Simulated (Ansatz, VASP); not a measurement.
Rb: VASP beside Ansatz

The input INCAR:

```
PREC     = Accurate       # precision mode
ENCUT    = 520            # plane-wave cutoff, eV
EDIFF    = 1E-6           # SCF threshold, eV
ISMEAR   = -1             # smearing method
SIGMA    = 0.1            # smearing width, eV
LREAL    = False          # projectors in reciprocal space
LASPH    = True           # aspherical terms in the spheres
NELM     = 60             # most SCF steps
ALGO     = Normal         # electronic algorithm
ISIF     = 2              # what is computed and relaxed
LWAVE    = False          # write WAVECAR
LCHARG   = False          # write CHGCAR
GGA      = PS             # functional
NBANDS   = 16             # bands
```

Contents of KPOINTS:

```
Automatic mesh
0
Gamma
  6 6 6
```

Contents of POSCAR:

```
Rb
1.0
    0.0000000000      5.2692552655      5.2692552655
    5.2692552655      0.0000000000      5.2692552655
    5.2692552655      5.2692552655      0.0000000000
Rb
2
Direct
    0.1250000000      0.1250000000      0.1250000000
    0.8750000000      0.8750000000      0.8750000000
```

Input for Ansatz:

```yaml
crystal:
  lattice:
    - [0.0, 5.2692552655, 5.2692552655]
    - [5.2692552655, 0.0, 5.2692552655]
    - [5.2692552655, 5.2692552655, 0.0]
  atoms:
    - { symbol: Rb, position: [0.125, 0.125, 0.125] }
    - { symbol: Rb, position: [0.875, 0.875, 0.875] }
hamiltonian:
  xc: pbesol
  pseudopotentials:
    kind: paw
    azcp:
      Rb: "pseudopotentials/Rb.paw.azcp"
basis:
  ecutwfc: 420
  fft_grid_basis: typed
kpoints:
  mp_grid: { grid: [6, 6, 6], shift: [0, 0, 0] }
magnetization:
  spin_polarized: false
scf:
  occupations: { method: fermi_dirac, width: 0.1 }
  lower_state_search: "off"
output:
  stress: true
```

Alike in both runs: task single point; functional PBEsol; k mesh 6 × 6 × 6; occupations fermi-dirac, width 0.1 eV; no spin polarisation.

|  | VASP | Ansatz |
| --- | --- | --- |
| version | VASP 6.6.1 | Ansatz 0.2.0 |
| potentials or method | VASP PAW PBE potentials, release 64 (Rb_sv), cutoff 520 eV | plane waves (420 eV) with PAW, scalar-relativistic |
| valence electrons in the cell | 18 | 18 |

```tsv
	VASP	Ansatz	Ansatz less VASP
pressure (GPa)	-0.1	-0.1	0.00
```

VASP's potentials were made for PBE, not for PBEsol, and Ansatz warns of the same on its side.
